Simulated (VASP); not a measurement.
# Ru (R-3m) in VASP: electric field gradients with r2SCAN

Aim: the electric field gradients of Ru with r2SCAN.

Everything below comes from runs of VASP 6.6.1. Logs are shortened: lines on timing, memory, paths and dates and some standing lists are left out, and cuts for length are marked.

### Step 1. The cell of the first run

The structure is trigonal, space group R-3m (No. 166). The conventional cell has a = 3.651 Å, b = 3.651 Å, c = 8.944 Å, α = 90.00°, β = 90.00°, γ = 120.00°. Ru (site symmetry 3m) has 4 Ru at 2.10 to 2.28 Å within 2.8 Å.

### Step 2. Electric field gradients, r2SCAN (shortest bond scaled by 0.94)

Input file POSCAR:

```
Ru
1.0
    0.0000000000      2.5818259214      2.5818259214
    2.5818259214      0.0000000000      2.5818259214
    2.5818259214      2.5818259214      0.0000000000
Ru
2
Direct
   -0.1475000000     -0.1175000000     -0.1175000000
    0.1475000000      0.1175000000      0.1175000000
```

Input file INCAR.step1:

```
SYSTEM = Ru
  ALGO = Normal
  EDIFF = 1E-5
  ENCUT = 460
  GGA = PE
  GGA_COMPAT = .FALSE.
  ISMEAR = -1
  LASPH = .TRUE.
  LCHARG = .FALSE.
  LREAL = .FALSE.
  LWAVE = .TRUE.
  NBANDS = 23
  NELM = 120
  PREC = Accurate
  SIGMA = 0.05
```

Input file INCAR.step2:

```
SYSTEM = Ru
  ALGO = Normal
  EDIFF = 1E-8
  ENCUT = 460
  GGA_COMPAT = .FALSE.
  ISIF = 2
  ISMEAR = -1
  ISTART = 1
  LASPH = .TRUE.
  LCHARG = .FALSE.
  LEFG = .TRUE.
  LMIXTAU = .TRUE.
  LREAL = .FALSE.
  LWAVE = .FALSE.
  METAGGA = R2SCAN
  NBANDS = 23
  NELM = 120
  PREC = Accurate
  SIGMA = 0.05
```

Input file KPOINTS:

```
k-points
0
G
  10 10 10
  0 0 0
```

Potentials or basis: VASP PAW PBE potentials, release 64 (Ru_sv).

Command:

```console
cat potpaw_PBE.64/Ru_sv/POTCAR > POTCAR
cp INCAR.step1 INCAR
mpirun -np 1 vasp_std > vasp.out
cp INCAR.step2 INCAR
mpirun -np 1 vasp_std > vasp.out
```

OUTCAR:

```text
SYSTEM = Ru
   EDIFF = 1E-8
   ENCUT = 460
   ISIF = 2
   ISMEAR = -1
   ISTART = 1
   LASPH = .TRUE.
   LREAL = .FALSE.
   METAGGA = R2SCAN
   NELM = 120
   PREC = Accurate

 ion  position               nearest neighbor table
   1  0.852  0.883  0.883-   2 2.10   2 2.28   2 2.28   2 2.28
   2  0.148  0.117  0.117-   1 2.10   1 2.28   1 2.28   1 2.28

  LATTYP: Found a face centered cubic cell.
 ALAT       =     5.1636518428

  Lattice vectors:

 A1 = (   0.0000000000,   2.5818259214,   2.5818259214)
 A2 = (   2.5818259214,   0.0000000000,   2.5818259214)
 A3 = (   2.5818259214,   2.5818259214,   0.0000000000)

Analysis of symmetry for initial positions (statically):
=====================================================================
 Subroutine PRICEL returns:
 Original cell was already a primitive cell.

 Routine SETGRP: Setting up the symmetry group for a
 face centered cubic supercell.

 Subroutine GETGRP returns: Found 12 space group operations
 (whereof  4 operations were pure point group operations)
 out of a pool of 48 trial point group operations.

The static configuration has the point symmetry C_2h.
 The point group associated with its full space group is D_3d.

Analysis of symmetry for dynamics (positions and initial velocities):
=====================================================================
 Subroutine PRICEL returns:
 Original cell was already a primitive cell.

 Routine SETGRP: Setting up the symmetry group for a
 face centered cubic supercell.

 Subroutine GETGRP returns: Found 12 space group operations
 (whereof  4 operations were pure point group operations)
 out of a pool of 48 trial point group operations.

The dynamic configuration has the point symmetry C_2h.
 The point group associated with its full space group is D_3d.

 Subroutine INISYM returns: Found 12 space group operations
 (whereof  4 operations are pure point group operations),
 and found     1 'primitive' translations

----------------------------------------------------------------------------------------

                                     Primitive cell

  volume of cell :      34.4200

[... 121 lines left out ...]
  volume of cell :       34.42
 maximum number of plane-waves:       785
 NGX is ok and might be reduce to    28
   NGX = 13   NGY = 13   NGZ = 13

 number of electron      31.9999992 magnetization

 Free energy of the ion-electron system (eV)
  ---------------------------------------------------
  ext. energy  EPLUGINS =         0.00000000
  ---------------------------------------------------
  free energy    TOTEN  =       -47.93916125 eV

  energy without entropy =      -47.92609904  energy(sigma->0) =      -47.93263015

 E-fermi :  10.9902     XC(G=0): -13.2268

 val. band max:       10.9877198502   @ k =   0.4000   0.1000   0.0000
 cond. band min:      11.0065052681   @ k =   0.1000   0.0000   0.5000
 fundamental gap:      0.0187854179
 Fermi energy:        10.9902231359

 k-point     1 :       0.0000    0.0000    0.0000
  band No.  band energies     occupation
      1     -64.5209      2.00000
      2     -63.4862      2.00000
      3     -34.7904      2.00000
      4     -33.7379      2.00000
      5     -33.7379      2.00000
      6     -32.7522      2.00000
[... 613 lines left out ...]
     22      22.8935      0.00000
     23      23.6106      0.00000

 [... further k-points ...]

------------------------ aborting loop because EDIFF is reached ----------------------------------------

  FORCE on cell =-STRESS in cart. coord.  units (eV):
  Direction    XX          YY          ZZ          XY          YZ          ZX
  --------------------------------------------------------------------------------------
  -------------------------------------------------------------------------------------
  Total        7.7652578      7.7652578      7.7652578     -2.0385565      2.0385565     -2.0385565
  in kB      361.4561310    361.4561310    361.4561310    -94.8904416     94.8904416    -94.8904416
  external PRESSURE =     361.4561310 kB  Pullay stress =       0.0000000 kB

 VOLUME and BASIS-vectors are now :
 -----------------------------------------------------------------------------
  energy-cutoff  :      460.00
  volume of cell :       34.42
      direct lattice vectors                 reciprocal lattice vectors
     0.000000000  2.581825921  2.581825921    -0.193661391  0.193661391  0.193661391
     2.581825921  0.000000000  2.581825921     0.193661391 -0.193661391  0.193661391
     2.581825921  2.581825921  0.000000000     0.193661391  0.193661391 -0.193661391

 POSITION                                       TOTAL-FORCE (eV/Angst)
 -----------------------------------------------------------------------------------
      4.55692      4.47947      4.47947        -1.717733      1.717733      1.717733
      0.60673      0.68418      0.68418         1.717733     -1.717733     -1.717733
 -----------------------------------------------------------------------------------
    total drift:                               -0.000000     -0.000000     -0.000000

  FREE ENERGIE OF THE ION-ELECTRON SYSTEM (eV)
  ---------------------------------------------------
  free  energy   TOTEN  =       -47.9391612535 eV

  energy  without entropy=      -47.9260990423  energy(sigma->0) =      -47.93263015

 Electric field gradients (V/A^2)
---------------------------------------------------------------------
 ion       V_xx      V_yy      V_zz      V_xy      V_xz      V_yz
---------------------------------------------------------------------
   1      -0.000     0.000     0.000   -43.914   -43.914    43.917
   2      -0.000     0.000     0.000   -43.914   -43.914    43.917
---------------------------------------------------------------------

 Electric field gradients after diagonalization (V/A^2)
 (convention: |V_zz| > |V_xx| > |V_yy|)
----------------------------------------------------------------------
 ion       V_xx      V_yy      V_zz     asymmetry (V_yy - V_xx)/ V_zz
----------------------------------------------------------------------
   1     -43.917   -43.912    87.830       0.000
   2     -43.917   -43.912    87.830       0.000
----------------------------------------------------------------------

           NMR quadrupolar parameters

 Cq : quadrupolar parameter    Cq=e*Q*V_zz/h
 eta: asymmetry parameters     (V_yy - V_xx)/ V_zz
 Q  : nuclear electric quadrupole moment in mb (millibarn)
----------------------------------------------------------------------
 ion       Cq(MHz)       eta       Q (mb)
----------------------------------------------------------------------
   1       0.212       0.000       1.000
   2       0.212       0.000       1.000
----------------------------------------------------------------------
```

OSZICAR.step1:

```text
N       E                     dE             d eps       ncg     rms          rms(c)
DAV:   1     0.425222540169E+03    0.42522E+03   -0.20050E+04  5360   0.143E+03
DAV:   2    -0.434172628568E+01   -0.42956E+03   -0.41117E+03  6394   0.504E+02
DAV:   3    -0.156095398149E+02   -0.11268E+02   -0.11137E+02  6022   0.963E+01
DAV:   4    -0.157107522786E+02   -0.10121E+00   -0.10120E+00  5973   0.101E+01
DAV:   5    -0.157123080375E+02   -0.15558E-02   -0.15558E-02  6106   0.118E+00    0.276E+01
DAV:   6    -0.153880493957E+02    0.32426E+00   -0.80064E-01  5525   0.899E+00    0.108E+01
DAV:   7    -0.153643633685E+02    0.23686E-01   -0.47708E-02  6043   0.222E+00    0.304E+00
DAV:   8    -0.153618812597E+02    0.24821E-02   -0.89453E-03  5490   0.809E-01    0.119E-01
DAV:   9    -0.153619469745E+02   -0.65715E-04   -0.24664E-04  5798   0.155E-01    0.444E-02
DAV:  10    -0.153619818662E+02   -0.34892E-04   -0.26637E-05  4807   0.509E-02    0.154E-02
DAV:  11    -0.153619807358E+02    0.11304E-05   -0.12384E-06  2836   0.132E-02
   1 F= -.15361981E+02 E0= -.15354970E+02  d E =-.140205E-01
```

Wall time 6.3 min (1 thread of Intel Xeon Platinum 8175M at 2.50GHz (Skylake/Cascade Lake), shared host); peak memory 0.2 GiB.

What came out:

* Free energy: -47.9392 eV
* Pressure: 36.1 GPa
* Largest force: 2.975 eV/Å
* Band gap on the k mesh: zero (bands 16 and 17 overlap by 1.09 eV)
* Largest electric field gradient by atom: Ru +87.8 V/Å²

Forces in eV/Å, atoms in the order of the input:
```
Ru  -1.718  1.718  1.718
Ru   1.718 -1.718 -1.718
```

Stress tensor (GPa, compression positive):
```
36.15 -9.49 -9.49
-9.49 36.15  9.49
-9.49  9.49 36.15
```

Electric field gradients, principal values (V/Å²):
```csv
atom,least,middle,greatest (by size)
1 Ru,-43.912,-43.917,87.830
2 Ru,-43.912,-43.917,87.830
```

Caveat: the cell differs from its parent crystal (shortest bond scaled by 0.94); the cell stands under pressure; without QUAD_EFG the Cq values of the log hold for a quadrupole moment of 1 mb, not for the nuclei; the PAW data sets were made with another functional, which shifts forces and pressure a little.
